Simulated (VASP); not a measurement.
# HfN (Immm) in VASP: a series of runs

HfN is run at these levels: LDA; tasks: single point.

All numbers are computed with VASP 6.6.1; they aren't measurements. Logs are shortened: lines on timing, memory, paths and dates and some standing lists are left out, and cuts for length are marked.

### Step 1. The cell of the first run

The structure is orthorhombic, space group Immm (No. 71). The conventional cell has a = 3.099 Å, b = 3.291 Å, c = 4.518 Å, α = 90.00°, β = 90.00°, γ = 90.00°. Within 3.3 Å of Hf (site symmetry mmm) lie 6 N at 2.26 Å and 12 Hf at 3.10 to 3.29 Å. N (site symmetry mmm) has 6 Hf at 2.26 Å and 12 N at 3.10 to 3.29 Å within 3.3 Å.

### Step 2. Single point, LDA (strain -0.0600 x Voigt [0, 0, 0, 1, 0, 0])

Contents of INCAR:

```
ALGO     = Normal         # electronic algorithm
EDIFF    = 1E-7           # SCF threshold, eV
ENCUT    = 520            # plane-wave cutoff, eV
ISIF     = 2              # what is computed and relaxed
ISMEAR   = 0              # smearing method
LASPH    = True           # aspherical terms in the spheres
LCHARG   = False          # write CHGCAR
LREAL    = False          # projectors in reciprocal space
LWAVE    = False          # write WAVECAR
NBANDS   = 14             # bands
NELM     = 60             # most SCF steps
PREC     = Accurate       # precision mode
SIGMA    = 0.15           # smearing width, eV
```

Contents of KPOINTS:

```
k-points
0
Gamma
  18 18 18
```

Contents of POSCAR:

```
HfN
1.0
    0.0000000000      2.1912300000      2.1912300000
    2.2590000000     -0.0677700000      2.2590000000
    2.2590000000      2.2590000000     -0.0677700000
Hf N
1 1
Direct
    0.0000000000      0.0000000000      0.0000000000
    0.5000000000      0.5000000000      0.5000000000
```

Potentials or basis: VASP PAW LDA potentials, release 64 (Hf_pv, N).

The run is started by

```sh
$ cat potpaw_LDA.64/Hf_pv/POTCAR potpaw_LDA.64/N/POTCAR > POTCAR
$ mpirun -np 1 vasp_std > vasp.out
```

OUTCAR:

```text
EDIFF = 1E-7
   ENCUT = 520
   ISIF = 2
   ISMEAR = 0
   LASPH = True
   LREAL = False
   NELM = 60
   PREC = Accurate

 ion  position               nearest neighbor table
   1  0.000  0.000  0.000-   2 2.26   2 2.26   2 2.26   2 2.26   2 2.26   2 2.26
   2  0.500  0.500  0.500-   1 2.26   1 2.26   1 2.26   1 2.26   1 2.26   1 2.26

  LATTYP: Found a body centered orthorhombic cell.
 ALAT       =     3.0988671843
 B/A-ratio  =     1.0618556701
 C/A-ratio  =     1.4579521262

  Lattice vectors:

 A1 = (  -2.2590000000,   0.0677700000,  -2.2590000000)
 A2 = (  -2.2590000000,  -0.0677700000,   2.2590000000)
 A3 = (   2.2590000000,   2.2590000000,  -0.0677700000)

Analysis of symmetry for initial positions (statically):
=====================================================================
 Subroutine PRICEL returns:
 Original cell was already a primitive cell.

 Routine SETGRP: Setting up the symmetry group for a
 body centered orthorhombic supercell.

 Subroutine GETGRP returns: Found  8 space group operations
 (whereof  8 operations were pure point group operations)
 out of a pool of  8 trial point group operations.

The static configuration has the point symmetry D_2h.

Analysis of symmetry for dynamics (positions and initial velocities):
=====================================================================
 Subroutine PRICEL returns:
 Original cell was already a primitive cell.

 Routine SETGRP: Setting up the symmetry group for a
 body centered orthorhombic supercell.

 Subroutine GETGRP returns: Found  8 space group operations
 (whereof  8 operations were pure point group operations)
 out of a pool of  8 trial point group operations.

The dynamic configuration has the point symmetry D_2h.

 Subroutine INISYM returns: Found  8 space group operations
 (whereof  8 operations are pure point group operations),
 and found     1 'primitive' translations

----------------------------------------------------------------------------------------

                                     Primitive cell

  volume of cell :      23.0350

  direct lattice vectors                    reciprocal lattice vectors
     0.000000000  2.191230000  2.191230000    -0.221336875  0.228182345  0.228182345
     2.259000000 -0.067770000  2.259000000     0.221336875 -0.214890170  0.214890170
     2.259000000  2.259000000 -0.067770000     0.221336875  0.214890170 -0.214890170

  length of vectors
     3.098867184  3.195427166  3.195427166     0.391311100  0.375959549  0.375959549

  position of ions in fractional coordinates (direct lattice)
     0.000000000  0.000000000  0.000000000
     0.500000000  0.500000000  0.500000000

  ion indices of the primitive-cell ions
   primitive index   ion index
                 1           1
                 2           2

----------------------------------------------------------------------------------------

 KPOINTS: k-points

Automatic generation of k-mesh.
 Grid dimensions read from file:
 generate k-points for:   18   18   18

 Generating k-lattice:

  Cartesian coordinates                     Fractional coordinates (reciprocal lattice)
    -0.012296493  0.012676797  0.012676797     0.055555556 -0.000000000 -0.000000000
     0.012296493 -0.011938343  0.011938343     0.000000000  0.055555556  0.000000000
     0.012296493  0.011938343 -0.011938343     0.000000000  0.000000000  0.055555556

  Length of vectors
     0.021739506  0.020886642  0.020886642

  Shift w.r.t. Gamma in fractional coordinates (k-lattice)
     0.000000000  0.000000000  0.000000000

 Subroutine IBZKPT returns following result:
 ===========================================

 Found    865 irreducible k-points:

 Following reciprocal coordinates:
            Coordinates               Weight
  0.000000  0.000000  0.000000      1.000000
  0.055556  0.000000 -0.000000      4.000000
  0.111111  0.000000 -0.000000      4.000000
  0.166667  0.000000  0.000000      4.000000
  0.222222  0.000000  0.000000      4.000000
  0.277778  0.000000  0.000000      4.000000
[... 16 lines left out ...]
 -0.333333  0.055556 -0.000000      8.000000
 -0.277778  0.055556 -0.000000      8.000000
 [... further k-points ...]
   k-points           NKPTS =    865   k-points in BZ     NKDIM =    865   number of bands    NBANDS=     14
   number of dos      NEDOS =    301   number of ions     NIONS =      2
   total plane-waves  NPLWV =  13824
   dimension x,y,z NGX =    24 NGY =   24 NGZ =   24
   dimension x,y,z NGXF=    48 NGYF=   48 NGZF=   48
   ions per type =               1   1
   NGX,Y,Z   is equivalent  to a cutoff of  12.88, 12.49, 12.49 a.u.
   NGXF,Y,Z  is equivalent  to a cutoff of  25.75, 24.97, 24.97 a.u.
 SYSTEM =  unknown system
   PREC   = accura    normal or accurate (medium, high low for compatibility)
   ISTART =      0    job   : 0-new  1-cont  2-samecut
   ICHARG =      2    charge: 1-file 2-atom 10-const
   ISPIN  =      1    spin polarized calculation?
[... 27 lines left out ...]
  Fermi-wavevector in a.u.,A,eV,Ry     =   1.418979  2.681482 27.395358  2.013502
  Thomas-Fermi vector in A             =   2.540048
   LORBIT       =      0    0 simple, 1 ext, 2 COOP (PROOUT), +10 PAW based schemes
   GGA     = CA    functional components
   LHFCALC =     F    Hartree Fock is set to
   AEXX    =    0.0000 exact exchange contribution
   IVDW    =     0    specifies the selected vdW correction
   LEPSILON=     F    determine dielectric tensor
   LRPA    =     F    only Hartree local field effects (RPA)
 non-spin polarized calculation
 Gauss-broadening in eV      SIGMA  =   0.15
  energy-cutoff  :      520.00
  volume of cell :       23.03
 maximum number of plane-waves:       640
   NGX = 11   NGY = 11   NGZ = 11

 number of electron      15.0000001 magnetization

 Free energy of the ion-electron system (eV)
  ---------------------------------------------------
  ext. energy  EPLUGINS =         0.00000000
  ---------------------------------------------------
  free energy    TOTEN  =       -23.81308426 eV

  energy without entropy =      -23.80610926  energy(sigma->0) =      -23.80959676

 E-fermi :   8.1711     XC(G=0): -12.9853

 val. band max:        8.1632540978   @ k =  -0.4444   0.3333   0.1667
 cond. band min:       8.1793333781   @ k =  -0.2222   0.5000   0.0556
 fundamental gap:      0.0160792803
 Fermi energy:         8.1711425253

 k-point     1 :       0.0000    0.0000    0.0000
  band No.  band energies     occupation
      1     -22.7733      2.00000
      2     -22.7420      2.00000
      3     -22.6930      2.00000
      4      -9.0303      2.00000
      5       5.1158      2.00000
      6       5.2477      2.00000
      7       5.4386      2.00000
      8       7.3557      2.00000
      9       7.6570      2.00000
     10       8.2943      0.24550
     11      10.1206      0.00000
     12      10.1564      0.00000
     13      10.3384      0.00000
     14      17.8897      0.00000

 k-point     2 :       0.0556    0.0000   -0.0000
  band No.  band energies     occupation
      1     -22.7758      2.00000
      2     -22.7590      2.00000
      3     -22.7149      2.00000
      4      -8.9549      2.00000
      5       4.9040      2.00000
      6       5.0099      2.00000
      7       5.1748      2.00000
      8       7.4741      2.00000
      9       7.7479      1.99993
     10       8.3458      0.09955
     11      10.3675      0.00000
     12      10.4139      0.00000
     13      10.5946      0.00000
     14      18.1674      0.00000

 k-point     3 :       0.1111    0.0000   -0.0000
  band No.  band energies     occupation
      1     -22.8449      2.00000
      2     -22.7830      2.00000
      3     -22.7391      2.00000
      4      -8.7366      2.00000
      5       4.3097      2.00000
      6       4.4008      2.00000
      7       4.6602      2.00000
      8       7.7819      1.99976
      9       7.9770      1.93285
     10       8.4858      0.00301
     11      11.0137      0.00000
     12      11.0943      0.00000
     13      11.2502      0.00000
     14      18.9444      0.00000
[... 324 lines left out ...]
 k-point    23 :      -0.3333    0.0556   -0.0000
  band No.  band energies     occupation
      1     -23.5428      2.00000
      2     -22.8695      2.00000
      3     -22.8202      2.00000
      4      -6.8693      2.00000
      5       0.4463      2.00000
      6       2.2303      2.00000
      7       2.5126      2.00000
      8       9.5681      0.00000
      9      10.5900      0.00000
     10      11.1527      0.00000
     11      13.8317      0.00000
     12      15.1344      0.00000
     13      15.9705      0.00000
     14      19.5231      0.00000

 k-point    24 :      -0.2778    0.0556   -0.0000
  band No.  band energies     occupation
      1     -23.3926      2.00000
      2     -22.8573      2.00000
      3     -22.7990      2.00000
      4      -7.3197      2.00000
      5       1.1682      2.00000
      6       2.6005      2.00000
      7       2.8935      2.00000
      8       8.9707      0.00000
      9       9.7911      0.00000
     10      10.5426      0.00000
     11      13.3198      0.00000
     12      14.3347      0.00000
     13      15.0367      0.00000
     14      19.5334      0.00000

 [... further k-points ...]
[... 5 lines left out ...]
  --------------------------------------------------------------------------------------
  -------------------------------------------------------------------------------------
  Total       -1.5414879     -1.4510699     -1.4510699      0.0000000      1.0980943      0.0000000
  in kB     -107.2168494   -100.9279099   -100.9279099      0.0000000     76.3769987      0.0000000
  external PRESSURE =    -103.0242230 kB  Pullay stress =       0.0000000 kB

 VOLUME and BASIS-vectors are now :
 -----------------------------------------------------------------------------
  energy-cutoff  :      520.00
  volume of cell :       23.03
      direct lattice vectors                 reciprocal lattice vectors
     0.000000000  2.191230000  2.191230000    -0.221336875  0.228182345  0.228182345
     2.259000000 -0.067770000  2.259000000     0.221336875 -0.214890170  0.214890170
     2.259000000  2.259000000 -0.067770000     0.221336875  0.214890170 -0.214890170

 POSITION                                       TOTAL-FORCE (eV/Angst)
 -----------------------------------------------------------------------------------
      0.00000      0.00000      0.00000        -0.000000     -0.000000      0.000000
      2.25900      2.19123      2.19123         0.000000      0.000000     -0.000000
 -----------------------------------------------------------------------------------
    total drift:                                0.000000     -0.000000     -0.000000

  FREE ENERGIE OF THE ION-ELECTRON SYSTEM (eV)
  ---------------------------------------------------
  free  energy   TOTEN  =       -23.8130842590 eV

  energy  without entropy=      -23.8061092562  energy(sigma->0) =      -23.80959676
```

It took 93 s on 1 thread of Intel Xeon Platinum 8488C (Sapphire Rapids), shared host; peak memory 0.38 GiB.

What came out:

| Property | Result |
| --- | --- |
| Free energy | -23.8131 eV |
| Pressure | -10.3 GPa |
| Band gap on the k mesh | zero (an odd number of electrons rules out a gap without spin polarisation) |

Stress tensor (GPa, compression positive):
```
-10.72   0.00   0.00
  0.00 -10.09   7.64
  0.00   7.64 -10.09
```

Levels at points of the mesh, in eV from the Fermi level:
```csv
k point,band 3,band 4,band 5,band 6,band 7,band 8,band 9,band 10,band 11,band 12
"(0.00, 0.00, 0.00)",-30.86,-17.20,-3.06,-2.92,-2.73,-0.82,-0.51,0.12,1.95,1.99
"(0.50, 0.00, 0.00)",-31.02,-14.33,-8.77,-6.48,-6.08,3.12,3.53,4.53,4.53,8.92
"(0.00, 0.50, 0.00)",-30.96,-14.43,-8.84,-6.16,-5.71,2.62,3.70,3.89,4.70,8.60
"(0.50, 0.50, 0.00)",-31.22,-16.07,-5.27,-3.80,-3.57,-3.56,3.97,5.27,5.49,5.85
"(0.00, 0.50, 0.50)",-31.15,-16.09,-5.26,-3.81,-3.78,-3.32,4.11,5.51,5.55,5.72
```

Caveat: the cell differs from its parent crystal (strain -0.0600 x Voigt [0, 0, 0, 1, 0, 0]); the cell stands under tension; spin-orbit coupling is left out, which moves the levels of the heavy elements.

### Step 3. Single point, LDA (strain +0.0450 x Voigt [0, 0, 0, 1, 0, 0])

Contents of INCAR:

```
  PREC = Accurate
  ENCUT = 520
  EDIFF = 1E-6
  ISMEAR = 0
  SIGMA = 0.15
  LREAL = F
  LASPH = T
  NELM = 100
  ALGO = Normal
  ISIF = 2
  LWAVE = F
  LCHARG = F
  NBANDS = 14
```

Contents of KPOINTS:

```
Automatic mesh
0
Gamma
  18 18 18
```

Contents of POSCAR:

```
HfN
1.0
    0.0000000000      2.3098275000      2.3098275000
    2.2590000000      0.0508275000      2.2590000000
    2.2590000000      2.2590000000      0.0508275000
Hf N
1 1
Direct
    0.0000000000      0.0000000000      0.0000000000
    0.5000000000      0.5000000000      0.5000000000
```

Potentials or basis: VASP PAW LDA potentials, release 64 (Hf_pv, N).

The run is started by

```sh
$ cat potpaw_LDA.64/Hf_pv/POTCAR potpaw_LDA.64/N/POTCAR > POTCAR
$ mpirun -np 1 vasp_std > vasp.out
```

Run time: 97 s. Hardware: 1 thread of Intel Xeon Platinum 8488C (Sapphire Rapids), shared host; peak memory 0.37 GiB.

The run converged. Its results:

```yaml
Free_energy: -23.8268 eV
Pressure: -10.4 GPa
Band_gap_on_the_k_mesh: zero (an odd number of electrons rules out a gap without spin polarisation)
```

Stress tensor (GPa, compression positive):
```
-10.63   0.00   0.00
  0.00 -10.33  -5.64
  0.00  -5.64 -10.33
```

Levels at points of the mesh, in eV from the Fermi level:
| k point | band 4 | band 5 | band 6 | band 7 | band 8 | band 9 | band 10 | band 11 | band 12 | band 13 |
| --- | --- | --- | --- | --- | --- | --- | --- | --- | --- | --- |
| (0.00, 0.00, 0.00) | -17.21 | -3.03 | -2.93 | -2.79 | -0.71 | -0.46 | -0.01 | 1.94 | 1.96 | 2.09 |
| (0.50, 0.00, 0.00) | -14.43 | -8.84 | -6.16 | -5.83 | 2.83 | 3.65 | 3.83 | 4.66 | 8.66 | 8.77 |
| (0.00, 0.50, 0.00) | -14.36 | -8.79 | -6.40 | -6.10 | 3.18 | 3.56 | 4.29 | 4.53 | 8.89 | 8.98 |
| (0.50, 0.50, 0.00) | -16.09 | -5.27 | -3.80 | -3.58 | -3.58 | 4.01 | 5.34 | 5.49 | 5.81 | 8.08 |
| (0.00, 0.50, 0.50) | -16.10 | -5.27 | -3.81 | -3.74 | -3.40 | 4.09 | 5.50 | 5.53 | 5.71 | 7.97 |

Caveat: the cell differs from its parent crystal (strain +0.0450 x Voigt [0, 0, 0, 1, 0, 0]); the cell stands under tension; spin-orbit coupling is left out, which moves the levels of the heavy elements.

### Step 4. Single point, LDA (strain -0.0300 x Voigt [0, 0, 0, 1, 0, 0])

Contents of INCAR:

```
PREC = Accurate ; ENCUT = 520
EDIFF = 1E-6 ; ISMEAR = 0
SIGMA = 0.15 ; LREAL = False
LASPH = True ; NELM = 60
ALGO = Normal ; ISIF = 2
LWAVE = False ; LCHARG = False
GGA = CA ; NBANDS = 14
```

KPOINTS is that of step 3.

Contents of POSCAR:

```
HfN
1.0
    0.0000000000      2.2251150000      2.2251150000
    2.2590000000     -0.0338850000      2.2590000000
    2.2590000000      2.2590000000     -0.0338850000
Hf N
1 1
Direct
    0.0000000000      0.0000000000      0.0000000000
    0.5000000000      0.5000000000      0.5000000000
```

The run is started by

```sh
$ cat potpaw_LDA.64/Hf_pv/POTCAR potpaw_LDA.64/N/POTCAR > POTCAR
$ mpirun -np 1 vasp_std > vasp.out
```

It took 90 s on 1 thread of Intel Xeon Platinum 8488C (Sapphire Rapids), shared host; peak memory 0.37 GiB.

It converged, with:

```
Free energy            : -23.8365 eV
Pressure               : -10.5 GPa
Band gap on the k mesh : zero (an odd number of electrons rules out a gap without spin polarisation)
```

Stress tensor (GPa, compression positive):
```
-10.61   0.00   0.00
  0.00 -10.48   3.73
  0.00   3.73 -10.48
```

Levels at points of the mesh, in eV from the Fermi level:
| k point | band 4 | band 5 | band 6 | band 7 | band 8 | band 9 | band 10 | band 11 | band 12 | band 13 |
| --- | --- | --- | --- | --- | --- | --- | --- | --- | --- | --- |
| (0.00, 0.00, 0.00) | -17.22 | -3.01 | -2.93 | -2.85 | -0.60 | -0.41 | -0.14 | 1.93 | 1.94 | 2.04 |
| (0.50, 0.00, 0.00) | -14.37 | -8.80 | -6.32 | -6.12 | 3.24 | 3.60 | 4.06 | 4.54 | 8.87 | 8.93 |
| (0.00, 0.50, 0.00) | -14.42 | -8.84 | -6.15 | -5.94 | 3.03 | 3.61 | 3.78 | 4.62 | 8.71 | 8.79 |
| (0.50, 0.50, 0.00) | -16.10 | -5.28 | -3.81 | -3.59 | -3.58 | 4.03 | 5.41 | 5.50 | 5.76 | 8.01 |
| (0.00, 0.50, 0.50) | -16.10 | -5.27 | -3.81 | -3.69 | -3.47 | 4.07 | 5.50 | 5.52 | 5.69 | 7.96 |

Caveat: the cell differs from its parent crystal (strain -0.0300 x Voigt [0, 0, 0, 1, 0, 0]); the cell stands under tension; spin-orbit coupling is left out, which moves the levels of the heavy elements.

### Step 5. Single point, LDA (strain +0.0150 x Voigt [0, 0, 0, 1, 0, 0])

Contents of INCAR:

```
ALGO = Normal
EDIFF = 1E-6
ENCUT = 520
GGA = CA
ISIF = 2
ISMEAR = 0
LASPH = True
LCHARG = True
LELF = True
LREAL = False
LVHAR = True
LWAVE = False
NBANDS = 14
NELM = 60
PREC = Accurate
SIGMA = 0.15
```

Contents of KPOINTS:

```
k-points
0
Gamma
  18 18 18
```

Contents of POSCAR:

```
HfN
1.0
    0.0000000000      2.2759425000      2.2759425000
    2.2590000000      0.0169425000      2.2590000000
    2.2590000000      2.2590000000      0.0169425000
Hf N
1 1
Direct
    0.0000000000      0.0000000000      0.0000000000
    0.5000000000      0.5000000000      0.5000000000
```

The run is started by

```sh
$ cat potpaw_LDA.64/Hf_pv/POTCAR potpaw_LDA.64/N/POTCAR > POTCAR
$ mpirun -np 1 vasp_std > vasp.out
```

Run time: 89 s. Hardware: 1 thread of Intel Xeon Platinum 8488C (Sapphire Rapids), shared host; peak memory 0.38 GiB.

The run converged. Its results:

| Quantity | Value |
| --- | --- |
| Free energy | -23.8423 eV |
| Pressure | -10.6 GPa |
| Band gap on the k mesh | zero (an odd number of electrons rules out a gap without spin polarisation) |

Stress tensor (GPa, compression positive):
```
-10.60   0.00   0.00
  0.00 -10.57  -1.86
  0.00  -1.86 -10.57
```

Levels at points of the mesh, in eV from the Fermi level:
| k point | band 4 | band 5 | band 6 | band 7 | band 8 | band 9 | band 10 | band 11 | band 12 | band 13 |
| --- | --- | --- | --- | --- | --- | --- | --- | --- | --- | --- |
| (0.00, 0.00, 0.00) | -17.22 | -2.97 | -2.94 | -2.89 | -0.49 | -0.39 | -0.26 | 1.92 | 1.92 | 2.01 |
| (0.50, 0.00, 0.00) | -14.42 | -8.83 | -6.15 | -6.04 | 3.20 | 3.60 | 3.72 | 4.59 | 8.77 | 8.81 |
| (0.00, 0.50, 0.00) | -14.39 | -8.82 | -6.23 | -6.13 | 3.28 | 3.63 | 3.85 | 4.55 | 8.85 | 8.88 |
| (0.50, 0.50, 0.00) | -16.10 | -5.28 | -3.81 | -3.59 | -3.59 | 4.05 | 5.47 | 5.50 | 5.71 | 7.97 |
| (0.00, 0.50, 0.50) | -16.10 | -5.28 | -3.81 | -3.64 | -3.53 | 4.06 | 5.50 | 5.51 | 5.68 | 7.96 |

Caveat: the cell differs from its parent crystal (strain +0.0150 x Voigt [0, 0, 0, 1, 0, 0]); the cell stands under tension; spin-orbit coupling is left out, which moves the levels of the heavy elements.

### Step 6. The runs side by side

```csv
cell,gap on the mesh (eV),pressure (GPa)
"a = 3.099, b = 3.195, c = 3.195 Å, angles 62.0, 61.0, 61.0°, 2 atoms",none,-10.3
"a = 3.267, b = 3.195, c = 3.195 Å, angles 58.5, 59.3, 59.3°, 2 atoms",none,-10.4
"a = 3.147, b = 3.195, c = 3.195 Å, angles 61.0, 60.5, 60.5°, 2 atoms",none,-10.5
"a = 3.219, b = 3.195, c = 3.195 Å, angles 59.5, 59.8, 59.8°, 2 atoms",none,-10.6
```

Alike in all rows: task single point; level LDA; potentials or basis VASP PAW LDA potentials, release 64 (Hf_pv, N); no spin polarisation; k mesh 18 × 18 × 18; cutoff (eV) 520; smearing gaussian 0.15 eV.

Caveats: the cell stands under tension; spin-orbit coupling is left out, which moves the levels of the heavy elements.

Absolute energies hang on the potentials; compare differences alone.
